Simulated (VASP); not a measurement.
Crystal: CdTe.

```
Te Cd
1.0
     0.00000    3.18349    3.18349
     3.18349    0.00000    3.18349
     3.18349    3.18349    0.00000
Te Cd
1 1
Cartesian
  4.7752 4.7752 4.7752
  0.0000 0.0000 0.0000
```

This cell differs from its parent crystal: volume scaled by 0.98.

Base run:

| Quantity | Value |
| --- | --- |
| Program | VASP 6.6.1 |
| Functional | PBEsol |
| Potentials or basis | VASP PAW PBE potentials, release 64 (Te, Cd) |
| Cutoff | 520 eV |
| k mesh | 7 × 7 × 7 |
| Occupations | fermi-dirac, width 0.05 eV |
| Spin | no spin polarisation |

Its results: band gap on the k mesh 0.82 eV, direct; pressure 2.9 GPa.

Problem. After a change of settings the same cell gave: band gap on the k mesh 2.43 eV, direct; pressure 4.5 GPa. Which change was it?
A. functional from PBEsol to PBE0; k mesh from 7 × 7 × 7 to 4 × 4 × 4
B. functional from PBEsol to revPBE; dispersion from none to D4
C. functional from PBEsol to PBE; further incar settings from ALGO = Normal; EDIFF = 1e-07; NBANDS = 16 to ALGO = Normal; EDIFF = 1e-06; NBANDS = 16
D. further incar settings from ALGO = Normal; EDIFF = 1e-07; NBANDS = 16 to ALGO = Normal; EDIFF = 1e-06; NBANDS = 16

Solution. A.

Caveats: some runs use coarse meshes; the PAW data sets were made with another functional, which shifts forces and pressure a little; spin-orbit coupling is left out, which moves the levels of the heavy elements.
